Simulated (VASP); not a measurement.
# SiC (P6_3mc) in VASP: further runs

The runs below take SiC through single point, with PBE.

Everything below comes from runs of VASP 6.6.1. Logs are shortened: lines on timing, memory, paths and dates and some standing lists are left out, and cuts for length are marked.

## (1) The cell of the first run

The structure is hexagonal, space group P6_3mc (No. 186). Conventional cell: a = 2.952 Å, b = 2.952 Å, c = 4.846 Å, α = 90.00°, β = 90.00°, γ = 120.00°. Within 2.4 Å of Si (site symmetry 3m) lie 4 C at 1.81 to 1.82 Å. Within 2.4 Å of C (site symmetry 3m) lie 4 Si at 1.81 to 1.82 Å.

## (2) Single point, PBE (strain -4.0%)

File INCAR:

```
SYSTEM = SiC
PREC = Accurate
ENCUT = 520
EDIFF = 1E-6
ISMEAR = 0
SIGMA = 0.01
LREAL = .False.
LASPH = .True.
NELM = 80
ALGO = Normal
ISIF = 2
LWAVE = .False.
LCHARG = .False.
GGA = PE
NBANDS = 16
```

File KPOINTS:

```
Automatic mesh
0
Gamma
  6 6 4
  0 0 0
```

File POSCAR:

```
SiC
1.0
    2.9523419896      0.0000000000      0.0000000000
   -1.4761709948      2.5568031637      0.0000000000
    0.0000000000      0.0000000000      4.8461837674
Si C
2 2
Direct
    0.3333333333      0.6666666667     -0.0003154795
    0.6666666667      0.3333333333      0.4996845205
    0.3333333333      0.6666666667      0.3753154795
    0.6666666667      0.3333333333      0.8753154795
```

Potentials or basis: VASP PAW PBE potentials, release 64 (Si, C).

Launch:

```console
$ cat potpaw_PBE.64/Si/POTCAR potpaw_PBE.64/C/POTCAR > POTCAR
$ mpirun -np 1 vasp_std > vasp.out
```

OUTCAR:

```text
SYSTEM = SiC
   PREC = Accurate
   ENCUT = 520
   EDIFF = 1E-6
   ISMEAR = 0
   LREAL = .False.
   LASPH = .True.
   NELM = 80
   ISIF = 2
   GGA = PE

 ion  position               nearest neighbor table
   1  0.333  0.667  1.000-   4 1.81   4 1.81   4 1.81   3 1.82   2 2.96   2 2.96   2 2.96   2 2.96
                             2 2.96   2 2.96
   2  0.667  0.333  0.500-   3 1.81   3 1.81   3 1.81   4 1.82   1 2.96   1 2.96   1 2.96   1 2.96
                             1 2.96   1 2.96
   3  0.333  0.667  0.375-   2 1.81   2 1.81   2 1.81   1 1.82
   4  0.667  0.333  0.875-   1 1.81   1 1.81   1 1.81   2 1.82

  LATTYP: Found a hexagonal cell.
 ALAT       =     2.9523419896
 C/A-ratio  =     1.6414710032

  Lattice vectors:

 A1 = (   2.9523419896,   0.0000000000,   0.0000000000)
 A2 = (  -1.4761709948,   2.5568031637,   0.0000000000)
 A3 = (   0.0000000000,   0.0000000000,   4.8461837674)

Analysis of symmetry for initial positions (statically):
=====================================================================
 Subroutine PRICEL returns:
 Original cell was already a primitive cell.

 Routine SETGRP: Setting up the symmetry group for a
 hexagonal supercell.

 Subroutine GETGRP returns: Found 12 space group operations
 (whereof  6 operations were pure point group operations)
 out of a pool of 24 trial point group operations.

The static configuration has the point symmetry C_3v.
 The point group associated with its full space group is C_6v.

Analysis of symmetry for dynamics (positions and initial velocities):
=====================================================================
 Subroutine PRICEL returns:
 Original cell was already a primitive cell.

 Routine SETGRP: Setting up the symmetry group for a
 hexagonal supercell.

 Subroutine GETGRP returns: Found 12 space group operations
 (whereof  6 operations were pure point group operations)
 out of a pool of 24 trial point group operations.

The dynamic configuration has the point symmetry C_3v.
 The point group associated with its full space group is C_6v.

 Subroutine INISYM returns: Found 12 space group operations
 (whereof  6 operations are pure point group operations),
 and found     1 'primitive' translations

----------------------------------------------------------------------------------------

                                     Primitive cell

  volume of cell :      36.5817

  direct lattice vectors                    reciprocal lattice vectors
     2.952341990  0.000000000  0.000000000     0.338714147  0.195556704  0.000000000
    -1.476170995  2.556803164  0.000000000     0.000000000  0.391113408  0.000000000
     0.000000000  0.000000000  4.846183767     0.000000000  0.000000000  0.206347932

  length of vectors
     2.952341990  2.952341990  4.846183767     0.391113408  0.391113408  0.206347932

  position of ions in fractional coordinates (direct lattice)
     0.333333333  0.666666667  0.999684520
     0.666666667  0.333333333  0.499684520
     0.333333333  0.666666667  0.375315480
     0.666666667  0.333333333  0.875315480

  ion indices of the primitive-cell ions
   primitive index   ion index
                 1           1
                 2           2
                 3           3
                 4           4

----------------------------------------------------------------------------------------

 KPOINTS: Automatic mesh

Automatic generation of k-mesh.
 Grid dimensions read from file:
 generate k-points for:    6    6    4

 Generating k-lattice:

  Cartesian coordinates                     Fractional coordinates (reciprocal lattice)
     0.056452358  0.032592784  0.000000000     0.166666667 -0.000000000  0.000000000
     0.000000000  0.065185568  0.000000000     0.000000000  0.166666667  0.000000000
     0.000000000  0.000000000  0.051586983     0.000000000  0.000000000  0.250000000

  Length of vectors
     0.065185568  0.065185568  0.051586983

  Shift w.r.t. Gamma in fractional coordinates (k-lattice)
     0.000000000  0.000000000  0.000000000

 Subroutine IBZKPT returns following result:
 ===========================================

 Found     21 irreducible k-points:

 Following reciprocal coordinates:
            Coordinates               Weight
  0.000000  0.000000  0.000000      1.000000
  0.166667  0.000000  0.000000      6.000000
  0.333333  0.000000  0.000000      6.000000
  0.500000  0.000000  0.000000      3.000000
  0.166667  0.166667  0.000000      6.000000
  0.333333  0.166667  0.000000     12.000000
[... 13 lines left out ...]
  0.333333  0.166667  0.500000     12.000000
  0.333333  0.333333  0.500000      2.000000
   k-points           NKPTS =     21   k-points in BZ     NKDIM =     21   number of bands    NBANDS=     16
   number of dos      NEDOS =    301   number of ions     NIONS =      4
   total plane-waves  NPLWV =  20736
   dimension x,y,z NGX =    24 NGY =   24 NGZ =   36
   dimension x,y,z NGXF=    48 NGYF=   48 NGZF=   72
   ions per type =               2   2
   NGX,Y,Z   is equivalent  to a cutoff of  13.51, 13.51, 12.35 a.u.
   NGXF,Y,Z  is equivalent  to a cutoff of  27.03, 27.03, 24.70 a.u.
 SYSTEM =  SiC
   PREC   = accura    normal or accurate (medium, high low for compatibility)
   ISTART =      0    job   : 0-new  1-cont  2-samecut
   ICHARG =      2    charge: 1-file 2-atom 10-const
   ISPIN  =      1    spin polarized calculation?
   LNONCOLLINEAR =      F non collinear calculations
   LSORBIT =      F    spin-orbit coupling
   LASPH  =      T    aspherical Exc in radial PAW
   ENCUT  =  520.0 eV  38.22 Ry    6.18 a.u.   5.49  5.49  9.01*2*pi/ulx,y,z
   NELM   =     80;   NELMIN=  2; NELMDL= -5     # of ELM steps
   EDIFF  = 0.1E-05   stopping-criterion for ELM
   LREAL  =      F    real-space projection
   EDIFFG = 0.1E-04   stopping-criterion for IOM
   NSW    =      0    number of steps for IOM
   IBRION =     -1    ionic relax: 0-MD 1-quasi-New 2-CG
   NFREE  =      0    steps in history (QN), initial steepest desc. (CG)
   ISIF   =      2    stress and relaxation
   ISYM   =      2    0-nonsym 1-usesym 2-fastsym
   POTIM  = 0.5000    time-step for ionic-motion
   TEBEG  =    0.0;   TEEND  =   0.0 temperature during run
   PSTRESS=    0.0 pullay stress
   NELECT =      16.0000    total number of electrons
   NUPDOWN=      -1.0000    fix difference up-down
   EMIN   =  10.00;   EMAX   =-10.00  energy-range for DOS
   EFERMI =   0.00;   METHOD = LEGACY
   ISMEAR =     0;   SIGMA  =   0.01  broadening in eV -4-tet -1-fermi 0-gaus
   EFERMI_NEDOS =   21; number of points for ismear=-14 and -15
   IALGO  =     38    algorithm
   IMIX   =      4    mixing-type and parameters
     AMIX     =   0.40;   BMIX     =  1.00
     AMIX_MAG =   1.60;   BMIX_MAG =  1.00
  volume/ion in A,a.u.               =       9.15        61.72
  Fermi-wavevector in a.u.,A,eV,Ry     =   1.242683  2.348330 21.010933  1.544260
  Thomas-Fermi vector in A             =   2.377026
   LORBIT       =      0    0 simple, 1 ext, 2 COOP (PROOUT), +10 PAW based schemes
   GGA     = PE    functional components
   LHFCALC =     F    Hartree Fock is set to
   AEXX    =    0.0000 exact exchange contribution
   IVDW    =     0    specifies the selected vdW correction
   LEPSILON=     F    determine dielectric tensor
   LRPA    =     F    only Hartree local field effects (RPA)
 non-spin polarized calculation
 Gauss-broadening in eV      SIGMA  =   0.01
  energy-cutoff  :      520.00
  volume of cell :       36.58
 maximum number of plane-waves:      1008
 NGX is ok and might be reduce to    24
   NGX = 11   NGY = 11   NGZ = 19

 number of electron      16.0000002 magnetization

 Free energy of the ion-electron system (eV)
  ---------------------------------------------------
  ext. energy  EPLUGINS =         0.00000000
  ---------------------------------------------------
  free energy    TOTEN  =       -29.51574009 eV

  energy without entropy =      -29.51574009  energy(sigma->0) =      -29.51574009

 E-fermi :   9.8398     XC(G=0): -11.8937

 val. band max:        9.7214995095   @ k =   0.0000   0.0000   0.0000
 cond. band min:      11.7524756912   @ k =   0.3333   0.3333   0.0000
 fundamental gap:      2.0309761817
 Fermi energy:         9.8398325264

 k-point     1 :       0.0000    0.0000    0.0000
  band No.  band energies     occupation
      1      -6.8668      2.00000
      2      -2.8181      2.00000
      3       0.2788      2.00000
      4       8.3533      2.00000
      5       8.3533      2.00000
      6       9.5964      2.00000
[... 8 lines left out ...]
     15      19.5769      0.00000
     16      21.6442      0.00000

 k-point     2 :       0.1667    0.0000    0.0000
  band No.  band energies     occupation
      1      -6.3389      2.00000
      2      -2.3767      2.00000
      3       0.7793      2.00000
      4       6.0406      2.00000
      5       7.5876      2.00000
      6       8.1465      2.00000
[... 8 lines left out ...]
     15      20.1293      0.00000
     16      20.2933      0.00000

 k-point     3 :       0.3333    0.0000    0.0000
  band No.  band energies     occupation
      1      -4.8203      2.00000
      2      -1.3192      2.00000
      3       1.9387      2.00000
      4       2.8458      2.00000
      5       5.2160      2.00000
      6       6.5540      2.00000
[... 8 lines left out ...]
     15      21.6244      0.00000
     16      22.9070      0.00000

 k-point     4 :       0.5000    0.0000    0.0000
  band No.  band energies     occupation
      1      -3.1180      2.00000
      2      -1.6111      2.00000
      3       1.6204      2.00000
      4       3.1169      2.00000
      5       3.8496      2.00000
      6       6.0702      2.00000
[... 8 lines left out ...]
     15      21.3228      0.00000
     16      23.0677      0.00000

 k-point     5 :       0.1667    0.1667    0.0000
  band No.  band energies     occupation
      1      -5.3110      2.00000
      2      -1.5945      2.00000
      3       1.7057      2.00000
      4       4.0642      2.00000
      5       5.2335      2.00000
      6       6.9241      2.00000
[... 8 lines left out ...]
     15      21.1886      0.00000
     16      21.4891      0.00000

 k-point     6 :       0.3333    0.1667    0.0000
  band No.  band energies     occupation
      1      -3.4555      2.00000
      2      -1.0820      2.00000
      3       1.9152      2.00000
      4       3.4534      2.00000
      5       3.9262      2.00000
      6       4.7654      2.00000
[... 8 lines left out ...]
     15      21.4583      0.00000
     16      22.8757      0.00000
[... 210 lines left out ...]
 k-point    18 :       0.5000    0.0000    0.5000
  band No.  band energies     occupation
      1      -2.1511      2.00000
      2      -2.1511      2.00000
      3       0.8593      2.00000
      4       0.8593      2.00000
      5       7.1112      2.00000
      6       7.1112      2.00000
[... 8 lines left out ...]
     15      22.7719      0.00000
     16      22.7719      0.00000

 k-point    19 :       0.1667    0.1667    0.5000
  band No.  band energies     occupation
      1      -4.0468      2.00000
      2      -4.0468      2.00000
      3       4.1723      2.00000
      4       4.1723      2.00000
      5       6.4116      2.00000
      6       6.4116      2.00000
[... 8 lines left out ...]
     15      20.9320      0.00000
     16      20.9320      0.00000

 k-point    20 :       0.3333    0.1667    0.5000
  band No.  band energies     occupation
      1      -2.3677      2.00000
      2      -2.3677      2.00000
      3       1.7854      2.00000
      4       1.7854      2.00000
      5       5.2532      2.00000
      6       5.2532      2.00000
[... 8 lines left out ...]
     15      22.6706      0.00000
     16      22.6706      0.00000

 k-point    21 :       0.3333    0.3333    0.5000
  band No.  band energies     occupation
      1      -1.4573      2.00000
      2      -1.4573      2.00000
      3       1.5728      2.00000
      4       1.5728      2.00000
      5       3.4424      2.00000
      6       3.4424      2.00000
[... 8 lines left out ...]
     15      22.0014      0.00000
     16      22.0014      0.00000

------------------------ aborting loop because EDIFF is reached ----------------------------------------

  FORCE on cell =-STRESS in cart. coord.  units (eV):
  Direction    XX          YY          ZZ          XY          YZ          ZX
  --------------------------------------------------------------------------------------
  -------------------------------------------------------------------------------------
  Total        8.8764328      8.8764328      8.6134473      0.0000000      0.0000000      0.0000000
  in kB      388.7632618    388.7632618    377.2452199      0.0000000      0.0000000      0.0000000
  external PRESSURE =     384.9239145 kB  Pullay stress =       0.0000000 kB

 VOLUME and BASIS-vectors are now :
 -----------------------------------------------------------------------------
  energy-cutoff  :      520.00
  volume of cell :       36.58
      direct lattice vectors                 reciprocal lattice vectors
     2.952341990  0.000000000  0.000000000     0.338714147  0.195556704  0.000000000
    -1.476170995  2.556803164  0.000000000     0.000000000  0.391113408  0.000000000
     0.000000000  0.000000000  4.846183767     0.000000000  0.000000000  0.206347932

 POSITION                                       TOTAL-FORCE (eV/Angst)
 -----------------------------------------------------------------------------------
     -0.00000      1.70454      4.84465        -0.000000      0.000000     -0.003802
      1.47617      0.85227      2.42156        -0.000000     -0.000000     -0.003802
     -0.00000      1.70454      1.81885         0.000000      0.000000      0.003802
      1.47617      0.85227      4.24194        -0.000000     -0.000000      0.003802
 -----------------------------------------------------------------------------------
    total drift:                               -0.000000      0.000000     -0.000092

  FREE ENERGIE OF THE ION-ELECTRON SYSTEM (eV)
  ---------------------------------------------------
  free  energy   TOTEN  =       -29.5157400884 eV

  energy  without entropy=      -29.5157400884  energy(sigma->0) =      -29.51574009
```

Wall time 4.8 s (1 thread of Intel Xeon 6975P-C (Granite Rapids), shared host); peak memory 0.14 GiB.

What came out:

| Item | Value |
| --- | --- |
| Free energy | -29.5157 eV |
| Pressure | 38.5 GPa |
| Largest force | 0.004 eV/Å |
| Band gap on the k mesh | 2.03 eV, indirect (least direct gap 4.21 eV) |

Forces in eV/Å, atoms in the order of the input:
```
Si   0.000  0.000 -0.004
Si   0.000  0.000 -0.004
C    0.000  0.000  0.004
C    0.000  0.000  0.004
```

Stress tensor (GPa, compression positive):
```
38.88  0.00  0.00
 0.00 38.88  0.00
 0.00  0.00 37.72
```

Levels at points of the mesh, in eV from the valence-band top:
```
           k point  band 5  band 6  band 7  band 8  band 9  band 10  band 11  band 12
(0.00, 0.00, 0.00)   -1.37   -0.13    0.00    0.00    5.88     7.43     7.43     7.47
(0.50, 0.00, 0.00)   -5.87   -3.65   -3.57   -1.23    2.98     4.33     7.62     7.83
(0.00, 0.00, 0.50)   -0.73   -0.73   -0.73   -0.73    6.97     6.97     8.04     8.04
(0.50, 0.00, 0.50)   -2.61   -2.61   -2.46   -2.46    3.52     3.52     5.81     5.81
```

Caveat: the cell differs from its parent crystal (strain -4.0%).

## (3) Single point, PBE (strain -3.0%)

File INCAR:

```
PREC = Accurate ; ENCUT = 520
EDIFF = 1E-7 ; ISMEAR = 0
SIGMA = 0.01 ; LREAL = F
LASPH = T ; NELM = 100
ALGO = Normal ; ISIF = 2
LWAVE = F ; LCHARG = F
GGA = PE ; NBANDS = 16
```

File KPOINTS:

```
Automatic mesh
0
Gamma
  6 6 4
```

File POSCAR:

```
SiC
1.0
    2.9830955520      0.0000000000      0.0000000000
   -1.4915477760      2.5834365300      0.0000000000
    0.0000000000      0.0000000000      4.8966648483
Si C
2 2
Direct
    0.3333333333      0.6666666667     -0.0003328325
    0.6666666667      0.3333333333      0.4996671675
    0.3333333333      0.6666666667      0.3753328325
    0.6666666667      0.3333333333      0.8753328325
```

Potentials or basis: VASP PAW PBE potentials, release 64 (Si, C).

Launch:

```console
$ cat potpaw_PBE.64/Si/POTCAR potpaw_PBE.64/C/POTCAR > POTCAR
$ mpirun -np 1 vasp_std > vasp.out
```

Wall time 5.9 s (1 thread of Intel Xeon 6975P-C (Granite Rapids), shared host); peak memory 0.14 GiB.

The run converged. Its results:

* Free energy: -29.7554 eV
* Pressure: 28.1 GPa
* Largest force: 0.004 eV/Å
* Band gap on the k mesh: 2.09 eV, indirect (least direct gap 4.15 eV)

Forces on the atoms (eV/Å):
```
Si   0.000  0.000 -0.004
Si   0.000  0.000 -0.004
C    0.000  0.000  0.004
C    0.000  0.000  0.004
```

Stress tensor (GPa, compression positive):
```
28.41  0.00  0.00
 0.00 28.41  0.00
 0.00  0.00 27.51
```

Levels at points of the mesh, in eV from the valence-band top:
| k point | band 4 | band 5 | band 6 | band 7 | band 8 | band 9 | band 10 | band 11 | band 12 | band 13 |
| --- | --- | --- | --- | --- | --- | --- | --- | --- | --- | --- |
| (0.00, 0.00, 0.00) | -1.36 | -1.36 | -0.12 | 0.00 | 0.00 | 5.60 | 7.16 | 7.23 | 7.23 | 8.57 |
| (0.50, 0.00, 0.00) | -6.52 | -5.76 | -3.56 | -3.51 | -1.22 | 2.93 | 4.30 | 7.49 | 7.59 | 10.78 |
| (0.00, 0.00, 0.50) | -4.63 | -0.73 | -0.73 | -0.73 | -0.73 | 6.69 | 6.69 | 7.86 | 7.86 | 7.86 |
| (0.50, 0.00, 0.50) | -8.71 | -2.57 | -2.57 | -2.43 | -2.43 | 3.47 | 3.47 | 5.66 | 5.66 | 11.03 |

Caveat: the cell differs from its parent crystal (strain -3.0%).

## (4) Single point, PBE (strain -2.0%)

File INCAR:

```
SYSTEM = SiC
PREC = Accurate
ENCUT = 520
EDIFF = 1E-6
ISMEAR = 0
SIGMA = 0.01
LREAL = .False.
LASPH = .True.
NELM = 80
ALGO = Normal
ISIF = 2
LWAVE = .False.
LCHARG = .False.
GGA = PE
NBANDS = 16
```

File KPOINTS:

```
Automatic mesh
0
Gamma
  6 6 4
  0 0 0
```

File POSCAR:

```
SiC
1.0
    3.0138491144      0.0000000000      0.0000000000
   -1.5069245572      2.6100698963      0.0000000000
    0.0000000000      0.0000000000      4.9471459292
Si C
2 2
Direct
    0.3333333333      0.6666666667     -0.0003531274
    0.6666666667      0.3333333333      0.4996468726
    0.3333333333      0.6666666667      0.3753531274
    0.6666666667      0.3333333333      0.8753531274
```

Launch:

```console
$ cat potpaw_PBE.64/Si/POTCAR potpaw_PBE.64/C/POTCAR > POTCAR
$ mpirun -np 1 vasp_std > vasp.out
```

Wall time 5.2 s (1 thread of Intel Xeon 6975P-C (Granite Rapids), shared host); peak memory 0.15 GiB.

The run converged. Its results:

| Quantity | Value |
| --- | --- |
| Free energy | -29.9279 eV |
| Pressure | 18.9 GPa |
| Largest force | 0.005 eV/Å |
| Band gap on the k mesh | 2.15 eV, indirect (least direct gap 4.09 eV) |

Forces on the atoms (eV/Å):
```
Si   0.000  0.000 -0.005
Si   0.000  0.000 -0.005
C    0.000  0.000  0.005
C    0.000  0.000  0.005
```

Stress tensor (GPa, compression positive):
```
19.11  0.00  0.00
 0.00 19.11  0.00
 0.00  0.00 18.44
```

Levels at points of the mesh, in eV from the valence-band top:
| k point | band 6 | band 7 | band 8 | band 9 | band 10 | band 11 |
| --- | --- | --- | --- | --- | --- | --- |
| (0.00, 0.00, 0.00) | -0.12 | 0.00 | 0.00 | 5.33 | 6.84 | 7.03 |
| (0.50, 0.00, 0.00) | -3.47 | -3.45 | -1.21 | 2.88 | 4.28 | 7.35 |
| (0.00, 0.00, 0.50) | -0.72 | -0.72 | -0.72 | 6.42 | 6.42 | 7.68 |
| (0.50, 0.00, 0.50) | -2.53 | -2.40 | -2.40 | 3.41 | 3.41 | 5.52 |

Caveat: the cell differs from its parent crystal (strain -2.0%).

(Part 1 of 2 ends here.)
